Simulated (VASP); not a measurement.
Wanted: the native input for a VASP 6.6.1 run.

```
Task                   : relaxation of cell and atoms
Functional             : PBE
Potentials or basis    : VASP PAW PBE potentials, release 64 (Ti_sv, Al)
Cutoff                 : 600 eV
k mesh                 : 12 × 12 × 12
Occupations            : gaussian, width 0.1 eV
Spin                   : no spin polarisation
Target pressure        : 50 GPa
Dipole correction      : no
Further INCAR settings : ALGO = Fast; EDIFF = 1e-06; IBRION = 2; EDIFFG = -0.008; NSW = 70; ISIF = 3
```

The structure of TiAl3 lies in POSCAR:

```
TiAl3
1.0
    3.6639045200      0.0000000000      0.0000000000
    0.0000000000      3.6639045200      0.0000000000
    0.0000000000      0.0000000000      3.6639045200
Ti Al
1 3
Direct
    0.0000000000      0.0000000000      0.0000000000
    0.5000000000      0.5000000000      0.0000000000
    0.5000000000      0.0000000000      0.5000000000
    0.0000000000      0.5000000000      0.5000000000
```

These files were run (other wordings do the same):

INCAR

```
SYSTEM = TiAl3
PREC = Accurate ; ENCUT = 600
EDIFF = 1E-6 ; ISMEAR = 0
SIGMA = 0.1 ; LREAL = .False.
LASPH = .True. ; NELM = 80
ALGO = Fast ; ISIF = 3
LWAVE = .False. ; LCHARG = .False.
GGA = PE ; IBRION = 2
NSW = 70 ; EDIFFG = -0.008
PSTRESS = 500.0
```

KPOINTS

```
Automatic mesh
0
Gamma
  12 12 12
  0 0 0
```

Potentials or basis: VASP PAW PBE potentials, release 64 (Ti_sv, Al).

The run is started by

```console
$ cat potpaw_PBE.64/Ti_sv/POTCAR potpaw_PBE.64/Al/POTCAR > POTCAR
$ mpirun -np 1 vasp_std > vasp.out
```

Results of the run:

```
Relaxed volume                                             : 11.98 Å³/atom
Relaxed cell                                               : a = 3.633 Å, b = 3.633 Å, c = 3.633 Å, α = 90.00°, β = 90.00°, γ = 90.00°
Space group after relaxing (to 0.1 Å)                      : Pm-3m (No. 221)
Energy change on relaxing (the run minimises the enthalpy) : +90.8 meV/atom
Ionic steps                                                : 4
Pressure after relaxing                                    : 50.0 GPa
Band gap on the k mesh                                     : zero (an odd number of electrons rules out a gap without spin polarisation)
```

Caveat: the cell is relaxed towards a set pressure, so the run minimises the enthalpy, not the energy.

It took 2.7 min on 1 thread of Intel(R) Xeon(R) 6975P-C (Granite Rapids) (shared host), peak memory 0.22 GiB.
